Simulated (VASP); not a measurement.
# Ir (P6_3/mmc) in VASP: further runs, part 2 of 2

VASP 6.6.1.

**5. Single point, LDA (13.36 Å³/atom)**

This run uses another cell than the first one, of 13.36 Å³/atom.

The input, INCAR:

```
PREC = Accurate ; ENCUT = 520
EDIFF = 1E-6 ; ISMEAR = -1
SIGMA = 0.1 ; LREAL = F
LASPH = T ; NELM = 60
ALGO = Normal ; ISIF = 2
LWAVE = F ; LCHARG = F
NBANDS = 16
```

The input, KPOINTS:

```
regular mesh
0
Gamma
  15 15 8
```

The input, POSCAR:

```
Ir
1.0
    2.6687347388      0.0000000000      0.0000000000
   -1.3343673694      2.3111920797      0.0000000000
    0.0000000000      0.0000000000      4.3317088729
Ir
2
Direct
    0.3333333333      0.6666666667      0.2500000000
    0.6666666667      0.3333333333      0.7500000000
```

Potentials or basis: VASP PAW LDA potentials, release 64 (Ir).

Command:

```sh
cat potpaw_LDA.64/Ir/POTCAR > POTCAR
mpirun -np 1 vasp_std > vasp.out
```

OUTCAR:

```text
PREC = Accurate
   ENCUT = 520
   EDIFF = 1E-6
   ISMEAR = -1
   LREAL = F
   LASPH = T
   NELM = 60
   ISIF = 2

 ion  position               nearest neighbor table
   1  0.333  0.667  0.250-   2 2.66   2 2.66   2 2.66   2 2.66   2 2.66   2 2.66
   2  0.667  0.333  0.750-   1 2.66   1 2.66   1 2.66   1 2.66   1 2.66   1 2.66

  LATTYP: Found a hexagonal cell.
 ALAT       =     2.6687347388
 C/A-ratio  =     1.6231320445

  Lattice vectors:

 A1 = (   2.6687347388,   0.0000000000,   0.0000000000)
 A2 = (  -1.3343673694,   2.3111920797,   0.0000000000)
 A3 = (   0.0000000000,   0.0000000000,   4.3317088729)

Analysis of symmetry for initial positions (statically):
=====================================================================
 Subroutine PRICEL returns:
 Original cell was already a primitive cell.

 Routine SETGRP: Setting up the symmetry group for a
 hexagonal supercell.

 Subroutine GETGRP returns: Found 24 space group operations
 (whereof 12 operations were pure point group operations)
 out of a pool of 24 trial point group operations.

The static configuration has the point symmetry D_3d.
 The point group associated with its full space group is D_6h.

Analysis of symmetry for dynamics (positions and initial velocities):
=====================================================================
 Subroutine PRICEL returns:
 Original cell was already a primitive cell.

 Routine SETGRP: Setting up the symmetry group for a
 hexagonal supercell.

 Subroutine GETGRP returns: Found 24 space group operations
 (whereof 12 operations were pure point group operations)
 out of a pool of 24 trial point group operations.

The dynamic configuration has the point symmetry D_3d.
 The point group associated with its full space group is D_6h.

 Subroutine INISYM returns: Found 24 space group operations
 (whereof 12 operations are pure point group operations),
 and found     1 'primitive' translations

----------------------------------------------------------------------------------------

                                     Primitive cell

  volume of cell :      26.7178

  direct lattice vectors                    reciprocal lattice vectors
     2.668734739  0.000000000  0.000000000     0.374709403  0.216338575  0.000000000
    -1.334367369  2.311192080  0.000000000     0.000000000  0.432677149  0.000000000
     0.000000000  0.000000000  4.331708873     0.000000000  0.000000000  0.230855773

  length of vectors
     2.668734739  2.668734739  4.331708873     0.432677149  0.432677149  0.230855773

  position of ions in fractional coordinates (direct lattice)
     0.333333333  0.666666667  0.250000000
     0.666666667  0.333333333  0.750000000

  ion indices of the primitive-cell ions
   primitive index   ion index
                 1           1
                 2           2

----------------------------------------------------------------------------------------

 KPOINTS: regular mesh

Automatic generation of k-mesh.
 Grid dimensions read from file:
 generate k-points for:   15   15    8

 Generating k-lattice:

  Cartesian coordinates                     Fractional coordinates (reciprocal lattice)
     0.024980627  0.014422572  0.000000000     0.066666667  0.000000000  0.000000000
     0.000000000  0.028845143  0.000000000     0.000000000  0.066666667  0.000000000
     0.000000000  0.000000000  0.028856972     0.000000000  0.000000000  0.125000000

  Length of vectors
     0.028845143  0.028845143  0.028856972

  Shift w.r.t. Gamma in fractional coordinates (k-lattice)
     0.000000000  0.000000000  0.000000000

 Subroutine IBZKPT returns following result:
 ===========================================

 Found    135 irreducible k-points:

 Following reciprocal coordinates:
            Coordinates               Weight
  0.000000  0.000000  0.000000      1.000000
  0.066667  0.000000  0.000000      6.000000
  0.133333  0.000000  0.000000      6.000000
  0.200000  0.000000  0.000000      6.000000
  0.266667  0.000000  0.000000      6.000000
  0.333333  0.000000  0.000000      6.000000
[... 16 lines left out ...]
  0.333333  0.200000  0.000000     12.000000
  0.400000  0.200000  0.000000      6.000000
 [... further k-points ...]
   k-points           NKPTS =    135   k-points in BZ     NKDIM =    135   number of bands    NBANDS=     16
   number of dos      NEDOS =    301   number of ions     NIONS =      2
   total plane-waves  NPLWV =  12800
   dimension x,y,z NGX =    20 NGY =   20 NGZ =   32
   dimension x,y,z NGXF=    40 NGYF=   40 NGZF=   64
   ions per type =               2
   NGX,Y,Z   is equivalent  to a cutoff of  12.46, 12.46, 12.28 a.u.
   NGXF,Y,Z  is equivalent  to a cutoff of  24.92, 24.92, 24.56 a.u.
 SYSTEM =  unknown system
   PREC   = accura    normal or accurate (medium, high low for compatibility)
   ISTART =      0    job   : 0-new  1-cont  2-samecut
   ICHARG =      2    charge: 1-file 2-atom 10-const
   ISPIN  =      1    spin polarized calculation?
   LNONCOLLINEAR =      F non collinear calculations
   LSORBIT =      F    spin-orbit coupling
   LASPH  =      T    aspherical Exc in radial PAW
   ENCUT  =  520.0 eV  38.22 Ry    6.18 a.u.   4.96  4.96  8.05*2*pi/ulx,y,z
   NELM   =     60;   NELMIN=  2; NELMDL= -5     # of ELM steps
   EDIFF  = 0.1E-05   stopping-criterion for ELM
   LREAL  =      F    real-space projection
   EDIFFG = 0.1E-04   stopping-criterion for IOM
   NSW    =      0    number of steps for IOM
   IBRION =     -1    ionic relax: 0-MD 1-quasi-New 2-CG
   NFREE  =      0    steps in history (QN), initial steepest desc. (CG)
   ISIF   =      2    stress and relaxation
   ISYM   =      2    0-nonsym 1-usesym 2-fastsym
   POTIM  = 0.5000    time-step for ionic-motion
   TEBEG  =    0.0;   TEEND  =   0.0 temperature during run
   PSTRESS=    0.0 pullay stress
   NELECT =      18.0000    total number of electrons
   NUPDOWN=      -1.0000    fix difference up-down
   EMIN   =  10.00;   EMAX   =-10.00  energy-range for DOS
   EFERMI =   0.00;   METHOD = LEGACY
   ISMEAR =    -1;   SIGMA  =   0.10  broadening in eV -4-tet -1-fermi 0-gaus
   EFERMI_NEDOS =   21; number of points for ismear=-14 and -15
   IALGO  =     38    algorithm
   IMIX   =      4    mixing-type and parameters
     AMIX     =   0.40;   BMIX     =  1.00
     AMIX_MAG =   1.60;   BMIX_MAG =  1.00
  volume/ion in A,a.u.               =      13.36        90.15
  Fermi-wavevector in a.u.,A,eV,Ry     =   1.435155  2.712049 28.023504  2.059669
  Thomas-Fermi vector in A             =   2.554485
   LORBIT       =      0    0 simple, 1 ext, 2 COOP (PROOUT), +10 PAW based schemes
   GGA     = CA    functional components
   LHFCALC =     F    Hartree Fock is set to
   AEXX    =    0.0000 exact exchange contribution
   IVDW    =     0    specifies the selected vdW correction
   LEPSILON=     F    determine dielectric tensor
   LRPA    =     F    only Hartree local field effects (RPA)
 non-spin polarized calculation
  energy-cutoff  :      520.00
  volume of cell :       26.72
 maximum number of plane-waves:       756
 NGX is ok and might be reduce to    20
   NGX =  9   NGY =  9   NGZ = 17

 number of electron      17.9999998 magnetization

 Free energy of the ion-electron system (eV)
  ---------------------------------------------------
  ext. energy  EPLUGINS =         0.00000000
  ---------------------------------------------------
  free energy    TOTEN  =       -20.45687876 eV

  energy without entropy =      -20.38840554  energy(sigma->0) =      -20.42264215

 E-fermi :  11.4902     XC(G=0): -14.4713

 val. band max:       11.4874920355   @ k =   0.2000   0.0667   0.3750
 cond. band min:      11.4954461280   @ k =   0.1333   0.0667   0.5000
 fundamental gap:      0.0079540925
 Fermi energy:        11.4902208789

 k-point     1 :       0.0000    0.0000    0.0000
  band No.  band energies     occupation
      1      -0.3815      2.00000
      2       2.6268      2.00000
      3       7.1257      2.00000
      4       7.2415      2.00000
      5       7.2415      2.00000
      6       7.9704      2.00000
[... 8 lines left out ...]
     15      27.8502      0.00000
     16      29.0863      0.00000
[... 419 lines left out ...]
 k-point    24 :       0.4000    0.2000    0.0000
  band No.  band energies     occupation
      1       3.9745      2.00000
      2       4.3399      2.00000
      3       4.4513      2.00000
      4       6.6161      2.00000
      5       6.6834      2.00000
      6       7.2786      2.00000
[... 8 lines left out ...]
     15      24.3027      0.00000
     16      25.3089      0.00000

 [... further k-points ...]

------------------------ aborting loop because EDIFF is reached ----------------------------------------

  FORCE on cell =-STRESS in cart. coord.  units (eV):
  Direction    XX          YY          ZZ          XY          YZ          ZX
  --------------------------------------------------------------------------------------
  -------------------------------------------------------------------------------------
  Total        3.4975127      3.4975127      3.5018539     -0.0000000      0.0000000      0.0000000
  in kB      209.7341630    209.7341630    209.9944883     -0.0000000      0.0000000      0.0000000
  external PRESSURE =     209.8209381 kB  Pullay stress =       0.0000000 kB

 VOLUME and BASIS-vectors are now :
 -----------------------------------------------------------------------------
  energy-cutoff  :      520.00
  volume of cell :       26.72
      direct lattice vectors                 reciprocal lattice vectors
     2.668734739  0.000000000  0.000000000     0.374709403  0.216338575  0.000000000
    -1.334367369  2.311192080  0.000000000     0.000000000  0.432677149  0.000000000
     0.000000000  0.000000000  4.331708873     0.000000000  0.000000000  0.230855773

 POSITION                                       TOTAL-FORCE (eV/Angst)
 -----------------------------------------------------------------------------------
     -0.00000      1.54079      1.08293         0.000000     -0.000000      0.000000
      1.33437      0.77040      3.24878        -0.000000      0.000000      0.000000
 -----------------------------------------------------------------------------------
    total drift:                               -0.000000      0.000000     -0.000000

  FREE ENERGIE OF THE ION-ELECTRON SYSTEM (eV)
  ---------------------------------------------------
  free  energy   TOTEN  =       -20.4568787638 eV

  energy  without entropy=      -20.3884055416  energy(sigma->0) =      -20.42264215
```

Wall time 65 s (1 thread of Intel Xeon 8259CL, shared host); peak memory 0.17 GiB.

What came out:

| Property | Result |
| --- | --- |
| Free energy | -20.4569 eV |
| Pressure | 21.0 GPa |
| Band gap on the k mesh | zero (bands 9 and 10 overlap by 3.62 eV) |

Levels at points of the mesh, in eV from the Fermi level:
```tsv
k point	band 6	band 7	band 8	band 9	band 10	band 11	band 12	band 13
(0.00, 0.00, 0.00)	-3.52	-3.52	-2.62	-2.62	-0.94	0.30	0.30	7.64
(0.00, 0.00, 0.50)	-4.38	-4.38	-4.38	-0.51	-0.51	-0.51	-0.51	13.66
```

Caveat: the cell stands under pressure; spin-orbit coupling is left out, which moves the levels of the heavy elements.

**6. Summary**

| cell | k mesh | gap on the mesh (eV) | pressure (GPa) |
| --- | --- | --- | --- |
| a = 2.705, b = 2.705, c = 4.391 Å, angles 90.0, 90.0, 120.0°, 2 atoms | 13 × 13 × 7 | none | 2.6 |
| a = 2.592, b = 2.592, c = 4.208 Å, angles 90.0, 90.0, 120.0°, 2 atoms | 15 × 15 × 8 | none | 74.6 |
| a = 2.631, b = 2.631, c = 4.271 Å, angles 90.0, 90.0, 120.0°, 2 atoms | 15 × 15 × 8 | none | 44.6 |
| a = 2.669, b = 2.669, c = 4.332 Å, angles 90.0, 90.0, 120.0°, 2 atoms | 15 × 15 × 8 | none | 21.0 |

Alike in all rows: task single point; level LDA; potentials or basis VASP PAW LDA potentials, release 64 (Ir); no spin polarisation; cutoff (eV) 520; smearing fermi-dirac 0.1 eV.

Caveats: spin-orbit coupling is left out, which moves the levels of the heavy elements; the cell stands under pressure (at least some runs).

Absolute energies hang on the potentials; compare differences alone.
